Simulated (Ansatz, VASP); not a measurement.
Two plane-wave programs on GaN

The input INCAR:

```
ALGO     = Normal         # electronic algorithm
EDIFF    = 1E-6           # SCF threshold, eV
ENCUT    = 520            # plane-wave cutoff, eV
GGA      = PE             # functional
ISIF     = 2              # what is computed and relaxed
ISMEAR   = 0              # smearing method
LASPH    = T              # aspherical terms in the spheres
LCHARG   = F              # write CHGCAR
LREAL    = F              # projectors in reciprocal space
LWAVE    = F              # write WAVECAR
NBANDS   = 46             # bands
NELM     = 100            # most SCF steps
PREC     = Accurate       # precision mode
SIGMA    = 0.05           # smearing width, eV
```

Contents of KPOINTS:

```
k-points
0
Gamma
  10 10 3
```

POSCAR

```
GaN
1.0
   -3.2184289111      0.0000000000      0.0000000000
   -1.6092144555     -2.7872411973      0.0000000000
    0.0000000000      0.0000000000     10.7360608832
Ga N
4 4
Direct
    0.3333333333      0.3333333333      0.1521875145
    0.3333333333      0.3333333333      0.6405445105
    0.6666666667      0.6666666667      0.8847230085
    0.6666666667      0.6666666667      0.3963660125
    0.3333333333      0.3333333333      0.8245264774
    0.3333333333      0.3333333333      0.3361694815
    0.6666666667      0.6666666667      0.0919909835
    0.6666666667      0.6666666667      0.5803479795
```

Input for Ansatz:

```yaml
crystal:
  lattice:
    - [-3.2184289111, 0.0, 0.0]
    - [-1.6092144555, -2.7872411973, 0.0]
    - [0.0, 0.0, 10.7360608832]
  atoms:
    - { symbol: Ga, position: [0.3333333333, 0.3333333333, 0.1521875145] }
    - { symbol: Ga, position: [0.3333333333, 0.3333333333, 0.6405445105] }
    - { symbol: Ga, position: [0.6666666667, 0.6666666667, 0.8847230085] }
    - { symbol: Ga, position: [0.6666666667, 0.6666666667, 0.3963660125] }
    - { symbol: "N", position: [0.3333333333, 0.3333333333, 0.8245264774] }
    - { symbol: "N", position: [0.3333333333, 0.3333333333, 0.3361694815] }
    - { symbol: "N", position: [0.6666666667, 0.6666666667, 0.0919909835] }
    - { symbol: "N", position: [0.6666666667, 0.6666666667, 0.5803479795] }
basis:
  ecutwfc: 420
kpoints:
  mp_grid: { grid: [10, 10, 3] }
hamiltonian:
  xc: pbe
scf:
  occupations: { method: gaussian, width: 0.05 }
output:
  forces: true
  stress: true
  eigenvalues: true
```

Alike in both runs: task single point; functional PBE; k mesh 10 × 10 × 3; occupations gaussian, width 0.05 eV; no spin polarisation.

```csv
,VASP,Ansatz
version,VASP 6.6.1,Ansatz 0.2.0
potentials or method,"VASP PAW PBE potentials, release 64 (Ga_d, N), cutoff 520 eV","scalar-relativistic, plane waves, PAW"
valence electrons in the cell,72,72
```

|  | VASP | Ansatz | Ansatz less VASP |
| --- | --- | --- | --- |
| gap on the k mesh at the Fermi level (eV) | 1.25 | 1.24 | -0.003 |
| least direct gap on the mesh (eV) | 1.25 | 1.24 | -0.003 |
| pressure (GPa) | -2.5 | -2.6 | -0.08 |
| traceless stress, the component that is largest in VASP (GPa) | -3.91 | -3.91 | -0.002 |
| rms of the force components (eV/Å) | 0.442 | 0.443 | +0.0005 |

Atom by atom the forces differ by 0.002 eV/Å (rms over components).
